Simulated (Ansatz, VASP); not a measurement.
# MnO in VASP and in Ansatz

INCAR

```
ALGO     = Normal         # electronic algorithm
EDIFF    = 1E-7           # SCF threshold, eV
ENCUT    = 520            # plane-wave cutoff, eV
GGA      = PE             # functional
ISIF     = 2              # what is computed and relaxed
ISMEAR   = -1             # smearing method
ISPIN    = 2              # spin polarisation
LASPH    = T              # aspherical terms in the spheres
LCHARG   = F              # write CHGCAR
LMAXMIX  = 4              # l up to which the mixer works
LORBIT   = 11             # projections on sites
LREAL    = F              # projectors in reciprocal space
LWAVE    = F              # write WAVECAR
MAGMOM   = 4 0            # initial moments
NBANDS   = 20             # bands
NELM     = 150            # most SCF steps
PREC     = Accurate       # precision mode
SIGMA    = 0.05           # smearing width, eV
```

File KPOINTS:

```
k-points
0
Gamma
  16 16 16
```

The input POSCAR:

```
MnO
1.0
   -0.0666600000      2.1886700000      2.1886700000
    2.1886700000     -0.0666600000      2.1886700000
    2.1886700000      2.1886700000     -0.0666600000
Mn O
1 1
Direct
    0.0000000000      0.0000000000      0.0000000000
    0.5000000000      0.5000000000      0.5000000000
```

Input for Ansatz:

```yaml
crystal:
  lattice:
    - [-0.06666, 2.18867, 2.18867]
    - [2.18867, -0.06666, 2.18867]
    - [2.18867, 2.18867, -0.06666]
  atoms:
    - { symbol: Mn, position: [0.0, 0.0, 0.0], spin: 4.0 }
    - { symbol: O, position: [0.5, 0.5, 0.5] }
magnetization:
  spin_polarized: true
kpoints:
  mp_grid: { grid: [16, 16, 16] }
  band_path:
    path:
      - [0.0, 0.0, 0.0]
      - [0.5, 0.5, 0.5]
      - [0.2579113083, 0.5, 0.7420886917]
      - [-0.2579113083, 0.2579113083, 0.5]
      - [0.0, 0.0, 0.5]
      - [0.0, 0.0, 0.0]
      - [-0.3789556542, 0.0, 0.3789556542]
      - [0.0, 0.3789556542, 0.6210443458]
      - [0.0, 0.5, 0.5]
    npoints: 5
scf:
  occupations: { method: fermi_dirac, width: 0.05 }
hamiltonian:
  xc: pbe
  pseudopotentials: { kind: all_electron, lapw: { basis_error: 0.00025 } }
output:
  forces: true
  stress: true
  eigenvalues: true
```

Change from the starting cell: equal xy, yz and zx shear strains of -3 %.

Alike in both runs: task single point; functional PBE; k mesh 16 × 16 × 16; occupations fermi-dirac, width 0.05 eV; collinear spin.

|  | VASP | Ansatz |
| --- | --- | --- |
| version | VASP 6.6.1 | Ansatz 0.2.0 |
| potentials or method | VASP PAW PBE potentials, release 64 (Mn_pv, O), cutoff 520 eV | all-electron LAPW, scalar-relativistic |

|  | VASP | Ansatz | Ansatz less VASP |
| --- | --- | --- | --- |
| pressure (GPa) | 0.0 | -0.2 | -0.17 |
| traceless stress, the component that is largest in VASP (GPa) | 1.86 | 1.86 | -0.002 |
| net moment per atom (μB) | 2.38 | 2.38 | 0.000 |
| size of the moment on the site where the two differ most (μB) | 0.20 | 0.23 | +0.030 |

Site moments also hang on the region over which each program counts them. Ansatz ran all-electron here, and VASP with PAW potentials.
